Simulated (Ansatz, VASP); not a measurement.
# KCdCO3F: VASP beside Ansatz

```xyz
7
Lattice="4.9390 0.0000 0.0000 -2.4695 4.2773 0.0000 0.0000 0.0000 4.3338" Properties=species:S:1:pos:R:3 pbc="T T T"
K     0.0000    0.0000    0.0000
Cd    2.4695    1.4258    2.1669
C     0.0000    2.8515    2.1669
O     0.0000    1.5947    2.1669
O    -1.0885    3.4800    2.1669
O     1.0885    3.4800    2.1669
F     2.4695    1.4258    0.0000
```

Alike in both runs: task single point; functional r2SCAN; k mesh 6 × 6 × 6; no spin polarisation.

```csv
,VASP,Ansatz
version,VASP 6.6.1,Ansatz 0.2.0
potentials or method,"VASP PAW PBE potentials, release 64 (K_sv, Cd, C, O, F)","plane waves, PAW"
plane-wave cutoff (eV),520,500
occupations,"gaussian, width 0.01 eV",fixed
valence electrons in the cell,50,58
```

```csv
,VASP,Ansatz,Ansatz less VASP
gap on the k mesh at the Fermi level (eV),2.92,2.96,+0.039
pressure (GPa),9.5,8.1,-1.39
"traceless stress, the component that is largest in VASP (GPa)",-4.23,-3.52,+0.713
rms of the force components (eV/Å),0.799,0.645,-0.1541
```

VASP's potentials were made for PBE, not for r2SCAN. Atom by atom the forces differ by 0.154 eV/Å (rms over components). VASP's potentials hold 50 valence electrons a cell and Ansatz's 58, so a difference there can come from the potentials and not from the codes.

Noted on VASP's run: the standard files for N, O and F lose accuracy on very short bonds.
